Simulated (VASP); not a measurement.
# Fe (Im-3m) in VASP: further runs

The runs below take Fe through relaxation of cell and atoms, with PBE.

All numbers are computed with VASP 6.6.1; they aren't measurements. Logs are shortened: lines on timing, memory, paths and dates and some standing lists are left out, and cuts for length are marked.

## (1) The cell of the first run

It takes space group Im-3m (No. 229, cubic). The conventional cell has a = 2.842 Å, b = 2.842 Å, c = 2.842 Å, α = 90.00°, β = 90.00°, γ = 90.00°. Fe (site symmetry m-3m) has 14 Fe at 2.46 to 2.84 Å within 3.2 Å.

## (2) Relaxation of cell and atoms, PBE, collinear spin, ferromagnetic start, target pressure -1.8 GPa, at which the enthalpy is minimised

The input, INCAR:

```
ALGO = Normal
EDIFF = 1E-7
EDIFFG = -0.005
ENCUT = 600
GGA = PE
IBRION = 2
ISIF = 3
ISMEAR = -1
ISPIN = 2
LASPH = T
LCHARG = F
LMAXMIX = 4
LORBIT = 11
LREAL = F
LWAVE = F
MAGMOM = 2.5
NELM = 150
NSW = 32
PREC = Accurate
PSTRESS = -18.0
SIGMA = 0.1
```

The input, KPOINTS:

```
k-points
0
Gamma
  19 19 19
```

The input, POSCAR:

```
Fe
1.0
   -1.4208592689      1.4208592689      1.4208592689
    1.4208592689     -1.4208592689      1.4208592689
    1.4208592689      1.4208592689     -1.4208592689
Fe
1
Direct
    0.0000000000      0.0000000000      0.0000000000
```

Potentials or basis: VASP PAW PBE potentials, release 64 (Fe).

Command:

```sh
$ cat potpaw_PBE.64/Fe/POTCAR > POTCAR
$ mpirun -np 1 vasp_std > vasp.out
```

OUTCAR:

```text
EDIFF = 1E-7
   EDIFFG = -0.005
   ENCUT = 600
   GGA = PE
   IBRION = 2
   ISIF = 3
   ISMEAR = -1
   ISPIN = 2
   LASPH = T
   LORBIT = 11
   LREAL = F
   NELM = 150
   NSW = 32
   PREC = Accurate
   PSTRESS = -18.0

 ion  position               nearest neighbor table
   1  0.000  0.000  0.000-

  LATTYP: Found a body centered cubic cell.
 ALAT       =     2.8417185378

  Lattice vectors:

 A1 = (  -1.4208592689,   1.4208592689,   1.4208592689)
 A2 = (   1.4208592689,  -1.4208592689,   1.4208592689)
 A3 = (   1.4208592689,   1.4208592689,  -1.4208592689)

Analysis of symmetry for initial positions (statically):
=====================================================================
 Subroutine PRICEL returns:
 Original cell was already a primitive cell.

 Routine SETGRP: Setting up the symmetry group for a
 body centered cubic supercell.

 Subroutine GETGRP returns: Found 48 space group operations
 (whereof 48 operations were pure point group operations)
 out of a pool of 48 trial point group operations.

The static configuration has the point symmetry O_h .

Analysis of symmetry for dynamics (positions and initial velocities):
=====================================================================
 Subroutine PRICEL returns:
 Original cell was already a primitive cell.

 Routine SETGRP: Setting up the symmetry group for a
 body centered cubic supercell.

 Subroutine GETGRP returns: Found 48 space group operations
 (whereof 48 operations were pure point group operations)
 out of a pool of 48 trial point group operations.

The dynamic configuration has the point symmetry O_h .

Analysis of structural, dynamic, and magnetic symmetry:
=====================================================================
 Subroutine PRICEL returns:
 Original cell was already a primitive cell.

 Routine SETGRP: Setting up the symmetry group for a
 body centered cubic supercell.

 Subroutine GETGRP returns: Found 48 space group operations
 (whereof 48 operations were pure point group operations)
 out of a pool of 48 trial point group operations.

The overall configuration has the point symmetry O_h .

 Subroutine INISYM returns: Found 48 space group operations
 (whereof 48 operations are pure point group operations),
 and found     1 'primitive' translations

----------------------------------------------------------------------------------------

                                     Primitive cell

  volume of cell :      11.4740

  direct lattice vectors                    reciprocal lattice vectors
    -1.420859269  1.420859269  1.420859269     0.000000000  0.351899735  0.351899735
     1.420859269 -1.420859269  1.420859269     0.351899735  0.000000000  0.351899735
     1.420859269  1.420859269 -1.420859269     0.351899735  0.351899735  0.000000000

  length of vectors
     2.461000444  2.461000444  2.461000444     0.497661378  0.497661378  0.497661378

  position of ions in fractional coordinates (direct lattice)
     0.000000000  0.000000000  0.000000000

  ion indices of the primitive-cell ions
   primitive index   ion index
                 1           1

----------------------------------------------------------------------------------------

 KPOINTS: k-points

Automatic generation of k-mesh.
 Grid dimensions read from file:
 generate k-points for:   19   19   19

 Generating k-lattice:

  Cartesian coordinates                     Fractional coordinates (reciprocal lattice)
     0.000000000  0.018521039  0.018521039     0.052631579  0.000000000  0.000000000
     0.018521039  0.000000000  0.018521039     0.000000000  0.052631579  0.000000000
     0.018521039  0.018521039  0.000000000     0.000000000  0.000000000  0.052631579

  Length of vectors
     0.026192704  0.026192704  0.026192704

  Shift w.r.t. Gamma in fractional coordinates (k-lattice)
     0.000000000  0.000000000  0.000000000

 Subroutine IBZKPT returns following result:
 ===========================================

 Found    220 irreducible k-points:

 Following reciprocal coordinates:
            Coordinates               Weight
  0.000000  0.000000  0.000000      1.000000
  0.052632  0.000000  0.000000     12.000000
  0.105263  0.000000  0.000000     12.000000
  0.157895  0.000000  0.000000     12.000000
  0.210526  0.000000  0.000000     12.000000
  0.263158  0.000000  0.000000     12.000000
[... 16 lines left out ...]
  0.263158  0.105263  0.000000     48.000000
  0.315789  0.105263 -0.000000     48.000000
 [... further k-points ...]
   k-points           NKPTS =    220   k-points in BZ     NKDIM =    220   number of bands    NBANDS=      9
   number of dos      NEDOS =    301   number of ions     NIONS =      1
   total plane-waves  NPLWV =   8000
   dimension x,y,z NGX =    20 NGY =   20 NGZ =   20
   dimension x,y,z NGXF=    40 NGYF=   40 NGZF=   40
   ions per type =               1
   NGX,Y,Z   is equivalent  to a cutoff of  13.51, 13.51, 13.51 a.u.
   NGXF,Y,Z  is equivalent  to a cutoff of  27.02, 27.02, 27.02 a.u.
 SYSTEM =  unknown system
   PREC   = accura    normal or accurate (medium, high low for compatibility)
   ISTART =      0    job   : 0-new  1-cont  2-samecut
   ICHARG =      2    charge: 1-file 2-atom 10-const
   ISPIN  =      2    spin polarized calculation?
   LNONCOLLINEAR =      F non collinear calculations
   LSORBIT =      F    spin-orbit coupling
   LASPH  =      T    aspherical Exc in radial PAW
   ENCUT  =  600.0 eV  44.10 Ry    6.64 a.u.   4.92  4.92  4.92*2*pi/ulx,y,z
   NELM   =    150;   NELMIN=  2; NELMDL= -5     # of ELM steps
   EDIFF  = 0.1E-06   stopping-criterion for ELM
   LREAL  =      F    real-space projection
   EDIFFG = -.5E-02   stopping-criterion for IOM
   NSW    =     32    number of steps for IOM
   IBRION =      2    ionic relax: 0-MD 1-quasi-New 2-CG
   NFREE  =      1    steps in history (QN), initial steepest desc. (CG)
   ISIF   =      3    stress and relaxation
   ISYM   =      2    0-nonsym 1-usesym 2-fastsym
   POTIM  = 0.5000    time-step for ionic-motion
   TEBEG  =    0.0;   TEEND  =   0.0 temperature during run
   PSTRESS=  -18.0 pullay stress
   NELECT =       8.0000    total number of electrons
   NUPDOWN=      -1.0000    fix difference up-down
   EMIN   =  10.00;   EMAX   =-10.00  energy-range for DOS
   EFERMI =   0.00;   METHOD = LEGACY
   ISMEAR =    -1;   SIGMA  =   0.10  broadening in eV -4-tet -1-fermi 0-gaus
   EFERMI_NEDOS =   21; number of points for ismear=-14 and -15
   IALGO  =     38    algorithm
   IMIX   =      4    mixing-type and parameters
     AMIX     =   0.40;   BMIX     =  1.00
     AMIX_MAG =   1.60;   BMIX_MAG =  1.00
  volume/ion in A,a.u.               =      11.47        77.43
  Fermi-wavevector in a.u.,A,eV,Ry     =   1.451667  2.743253 28.672074  2.107338
  Thomas-Fermi vector in A             =   2.569138
   LORBIT       =     11    0 simple, 1 ext, 2 COOP (PROOUT), +10 PAW based schemes
   GGA     = PE    functional components
   LHFCALC =     F    Hartree Fock is set to
   AEXX    =    0.0000 exact exchange contribution
   IVDW    =     0    specifies the selected vdW correction
   LEPSILON=     F    determine dielectric tensor
   LRPA    =     F    only Hartree local field effects (RPA)
 conjugate gradient relaxation of ions
 spin polarized calculation
  energy-cutoff  :      600.00
  volume of cell :       11.47
 maximum number of plane-waves:       394
   NGX =  9   NGY =  9   NGZ =  9

--------------------------------------- Ionic step        1  -------------------------------------------

 number of electron       8.0000004 magnetization       2.2039109

 Free energy of the ion-electron system (eV)
  ---------------------------------------------------
  ext. energy  EPLUGINS =         0.00000000
  ---------------------------------------------------
  free energy    TOTEN  =        -8.25725558 eV

  energy without entropy =       -8.22541379  energy(sigma->0) =       -8.24133469

------------------------ aborting loop because EDIFF is reached ----------------------------------------

  FORCE on cell =-STRESS in cart. coord.  units (eV):
  Direction    XX          YY          ZZ          XY          YZ          ZX
  --------------------------------------------------------------------------------------
  -------------------------------------------------------------------------------------
  Total       -0.1369275     -0.1369275     -0.1369275      0.0000000     -0.0000000      0.0000000
  in kB      -19.1200033    -19.1200033    -19.1200033      0.0000000     -0.0000000      0.0000000
  external PRESSURE =      -1.1200033 kB  Pullay stress =     -18.0000000 kB
[... 59 lines left out ...]
  enthalpy is  TOTEN    =        -8.3861652624 eV   P V=       -0.1287570038

--------------------------------------- Ionic step        3  -------------------------------------------

 number of electron       8.0000004 magnetization       2.2025485

 Free energy of the ion-electron system (eV)
  ---------------------------------------------------
  ext. energy  EPLUGINS =         0.00000000
  ---------------------------------------------------
  free energy    TOTEN  =        -8.25736689 eV

  energy without entropy =       -8.22553958  energy(sigma->0) =       -8.24145324

 E-fermi :   5.7359     XC(G=0): -13.0649

 val. band max:        5.7319598165   @ k =  -0.4211  -0.4737   0.1053
 cond. band min:       5.7372711579   @ k =  -0.4211   0.4211   0.2632
 fundamental gap:      0.0053113414
 Fermi energy:         5.7359460426

 spin component 1

 k-point     1 :       0.0000    0.0000    0.0000
  band No.  band energies     occupation
      1      -2.6487      1.00000
      2       3.4457      1.00000
      3       3.4457      1.00000
      4       3.4457      1.00000
      5       4.6405      0.99998
      6       4.6405      0.99998
      7      30.6627      0.00000
      8      30.6627      0.00000
      9      30.6627      0.00000
[... 265 lines left out ...]
 k-point    24 :       0.3158    0.1053   -0.0000
  band No.  band energies     occupation
      1       0.9951      1.00000
      2       2.5640      1.00000
      3       3.6371      1.00000
      4       4.6135      0.99999
      5       4.9624      0.99956
      6       6.2751      0.00454
      7      16.4192      0.00000
      8      22.7008      0.00000
      9      25.9973      0.00000

 [... further k-points ...]

 spin component 2

 k-point     1 :       0.0000    0.0000    0.0000
  band No.  band energies     occupation
      1      -2.4829      1.00000
      2       5.3693      0.97507
      3       5.3694      0.97504
      4       5.3694      0.97504
      5       7.3991      0.00000
      6       7.3993      0.00000
      7      30.4074      0.00000
      8      30.4074      0.00000
      9      30.4074      0.00000
[... 304 lines left out ...]
  FREE ENERGIE OF THE ION-ELECTRON SYSTEM (eV)
  ---------------------------------------------------
  free  energy   TOTEN  =        -8.2573668945 eV

  energy  without entropy=       -8.2255395846  energy(sigma->0) =       -8.24145324

  enthalpy is  TOTEN    =        -8.3861660855 eV   P V=       -0.1287991910

 reached required accuracy - stopping structural energy minimisation

 total charge

# of ion       s       p       d       tot
------------------------------------------
    1        0.483   0.532   6.234   7.250

 magnetization (x)

# of ion       s       p       d       tot
------------------------------------------
    1       -0.013  -0.055   2.269   2.201
```

Run time: 38 s. Hardware: 1 thread of Intel Xeon 6975P-C (Granite Rapids), shared host; peak memory 0.17 GiB.

What came out:

```yaml
Free_energy: -8.2574 eV
Relaxed_volume: 11.46 Å³/atom
Relaxed_cell: a = 2.460 Å, b = 2.460 Å, c = 2.460 Å, α = 109.47°, β = 109.47°, γ = 109.47°
Space_group_after_relaxing_to_0.1_Å: Im-3m (No. 229)
Energy_change_on_relaxing_the_run_minimises_the_enthalpy: -0.1 meV/atom
Ionic_steps: 3
Pressure_after_relaxing: -1.8 GPa
Net_moment: 2.20 μB per cell
Site_moments: Fe +2.20 μB
Valence_electrons_inside_the_program's_atomic_spheres: Fe 7.25
```

The path:
| step | energy change (eV) | largest force (eV/Å) | pressure (GPa) | volume (Å³) |
| --- | --- | --- | --- | --- |
| 1 | 0.0000 | 0.0000 | -1.91 | 11.47 |
| 2 | -0.0002 | 0.0000 | -1.72 | 11.46 |
| 3 | -0.0001 | 0.0000 | -1.77 | 11.46 |

Final structure:
```
Fe
1.0
    -1.42046    1.42046    1.42046
     1.42046   -1.42046    1.42046
     1.42046    1.42046   -1.42046
Fe
1
Direct
  0.00000 0.00000 0.00000
```

Levels at points of the mesh, in eV from the Fermi level:
Spin up:
| k point | band 2 | band 3 | band 4 | band 5 | band 6 | band 7 | band 8 | band 9 |
| --- | --- | --- | --- | --- | --- | --- | --- | --- |
| (0.00, 0.00, 0.00) | -2.29 | -2.29 | -2.29 | -1.10 | -1.10 | 24.93 | 24.93 | 24.93 |
Spin down:
```tsv
k point	band 1	band 2	band 3	band 4	band 5	band 6
(0.00, 0.00, 0.00)	-8.22	-0.37	-0.37	-0.37	1.66	1.66
```

Caveat: the cell is relaxed towards a set pressure, so the run minimises the enthalpy, not the energy.

## (3) Relaxation of cell and atoms, PBE, collinear spin, ferromagnetic start, target pressure -1.8 GPa, at which the enthalpy is minimised

This run uses another cell than the first one, of 10.66 Å³/atom.

The input, INCAR:

```
SYSTEM = Fe
ALGO = Normal
EDIFF = 1E-6
EDIFFG = -0.005
ENCUT = 600
GGA = PE
IBRION = 2
ISIF = 3
ISMEAR = -1
ISPIN = 2
LASPH = .TRUE.
LCHARG = .FALSE.
LMAXMIX = 4
LORBIT = 11
LREAL = .FALSE.
LWAVE = .FALSE.
MAGMOM = 2.5
NELM = 150
NSW = 60
PREC = Accurate
PSTRESS = -18.0
SIGMA = 0.1
```

The input, KPOINTS:

```
k-points
0
G
  19 19 19
  0 0 0
```

The input, POSCAR:

```
Fe
1.0
   -1.3862897902      1.3862897902      1.3862897902
    1.3862897902     -1.3862897902      1.3862897902
    1.3862897902      1.3862897902     -1.3862897902
Fe
1
Direct
    0.0000000000      0.0000000000      0.0000000000
```

Potentials or basis: VASP PAW PBE potentials, release 64 (Fe).

Command:

```sh
$ cat potpaw_PBE.64/Fe/POTCAR > POTCAR
$ mpirun -np 1 vasp_std > vasp.out
```

OUTCAR:

```text
SYSTEM = Fe
   EDIFF = 1E-6
   EDIFFG = -0.005
   ENCUT = 600
   GGA = PE
   IBRION = 2
   ISIF = 3
   ISMEAR = -1
   ISPIN = 2
   LASPH = .TRUE.
   LORBIT = 11
   LREAL = .FALSE.
   NELM = 150
   NSW = 60
   PREC = Accurate
   PSTRESS = -18.0

 ion  position               nearest neighbor table
   1  0.000  0.000  0.000-

  LATTYP: Found a body centered cubic cell.
 ALAT       =     2.7725795804

  Lattice vectors:

 A1 = (  -1.3862897902,   1.3862897902,   1.3862897902)
 A2 = (   1.3862897902,  -1.3862897902,   1.3862897902)
 A3 = (   1.3862897902,   1.3862897902,  -1.3862897902)

Analysis of symmetry for initial positions (statically):
=====================================================================
 Subroutine PRICEL returns:
 Original cell was already a primitive cell.

 Routine SETGRP: Setting up the symmetry group for a
 body centered cubic supercell.

 Subroutine GETGRP returns: Found 48 space group operations
 (whereof 48 operations were pure point group operations)
[... 376 lines left out ...]
 Fermi energy:         5.7421832807

 spin component 1

 k-point     1 :       0.0000    0.0000    0.0000
  band No.  band energies     occupation
      1      -2.6463      1.00000
      2       3.4506      1.00000
      3       3.4506      1.00000
      4       3.4506      1.00000
      5       4.6465      0.99998
      6       4.6465      0.99998
      7      30.6734      0.00000
      8      30.6734      0.00000
      9      30.6734      0.00000
[... 265 lines left out ...]
 k-point    24 :       0.3158    0.1053   -0.0000
  band No.  band energies     occupation
      1       0.9984      1.00000
      2       2.5682      1.00000
      3       3.6420      1.00000
      4       4.6195      0.99999
      5       4.9687      0.99956
      6       6.2821      0.00450
      7      16.4302      0.00000
      8      22.7123      0.00000
      9      26.0109      0.00000

 [... further k-points ...]

 spin component 2

 k-point     1 :       0.0000    0.0000    0.0000
  band No.  band energies     occupation
      1      -2.4804      1.00000
      2       5.3734      0.97557
      3       5.3736      0.97554
      4       5.3736      0.97554
      5       7.4045      0.00000
      6       7.4047      0.00000
      7      30.4184      0.00000
      8      30.4184      0.00000
      9      30.4184      0.00000
[... 308 lines left out ...]
  energy  without entropy=       -8.2253142099  energy(sigma->0) =       -8.24122238

  enthalpy is  TOTEN    =        -8.3858601745 eV   P V=       -0.1287296311

 reached required accuracy - stopping structural energy minimisation

 total charge

# of ion       s       p       d       tot
------------------------------------------
    1        0.483   0.533   6.234   7.251

 magnetization (x)

# of ion       s       p       d       tot
------------------------------------------
    1       -0.013  -0.055   2.268   2.200
```

OSZICAR:

```text
N       E                     dE             d eps       ncg     rms          rms(c)
DAV:   1     0.181413206550E+02    0.18141E+02   -0.45824E+03  8208   0.125E+03
[... 43 lines left out ...]
       N       E                     dE             d eps       ncg     rms          rms(c)
DAV:   1    -0.825713552930E+01    0.17238E-05   -0.31390E-07  3963   0.965E-03    0.140E-03
DAV:   2    -0.825713547733E+01    0.51975E-07   -0.19543E-07  3963   0.694E-03
   5 F= -.83858598E+01 E0= -.83699517E+01  d E =-.516496E-07  mag=     2.2016
       N       E                     dE             d eps       ncg     rms          rms(c)
DAV:   1    -0.825713074125E+01    0.47881E-05   -0.34855E-06  7179   0.330E-02    0.396E-03
DAV:   2    -0.825713054340E+01    0.19785E-06   -0.15342E-06  3963   0.186E-02
   6 F= -.83858602E+01 E0= -.83699520E+01  d E =-.434348E-06  mag=     2.2017
```

CONTCAR:

```text
Fe
   1.00000000000000
    -1.4202088139401785    1.4202088139401785    1.4202088139401785
     1.4202088139401785   -1.4202088139401785    1.4202088139401785
     1.4202088139401785    1.4202088139401785   -1.4202088139401785
  Fe
     1
Direct
     0.0000000000000000    0.0000000000000000    0.0000000000000000

  0.00000000E+00  0.00000000E+00  0.00000000E+00
```

Run time: 1.9 min. Hardware: 1 thread of AMD EPYC 7R43 (Zen 3), shared host; peak memory 0.14 GiB.

What came out:

```
Free energy                                                : -8.2571 eV
Relaxed volume                                             : 11.46 Å³/atom
Relaxed cell                                               : a = 2.460 Å, b = 2.460 Å, c = 2.460 Å, α = 109.47°, β = 109.47°, γ = 109.47°
Space group after relaxing (to 0.1 Å)                      : Im-3m (No. 229)
Energy change on relaxing (the run minimises the enthalpy) : -28.1 meV/atom
Ionic steps                                                : 6
Pressure after relaxing                                    : -1.8 GPa
Net moment                                                 : 2.20 μB per cell
Site moments                                               : Fe +2.20 μB
Valence electrons inside the program's atomic spheres      : Fe 7.25
```

Step by step:
```tsv
step	energy change (eV)	largest force (eV/Å)	pressure (GPa)	volume (Å³)
1	0.0000	0.0000	13.74	10.66
2	0.0117	0.0000	-11.55	12.33
3	-0.0279	0.0000	-1.93	11.47
4	-0.0281	0.0000	-1.65	11.46
5	-0.0281	0.0000	-1.69	11.46
6	-0.0281	0.0000	-1.75	11.46
```

Final structure:
```
Fe
1.0
    -1.42021    1.42021    1.42021
     1.42021   -1.42021    1.42021
     1.42021    1.42021   -1.42021
Fe
1
Direct
  0.00000 0.00000 0.00000
```

Levels at points of the mesh, in eV from the Fermi level:
Spin up:
| k point | band 2 | band 3 | band 4 | band 5 | band 6 | band 7 | band 8 | band 9 |
| --- | --- | --- | --- | --- | --- | --- | --- | --- |
| (0.00, 0.00, 0.00) | -2.29 | -2.29 | -2.29 | -1.10 | -1.10 | 24.93 | 24.93 | 24.93 |
Spin down:
```
           k point  band 1  band 2  band 3  band 4  band 5  band 6
(0.00, 0.00, 0.00)   -8.22   -0.37   -0.37   -0.37    1.66    1.66
```

Caveat: the cell is relaxed towards a set pressure, so the run minimises the enthalpy, not the energy.
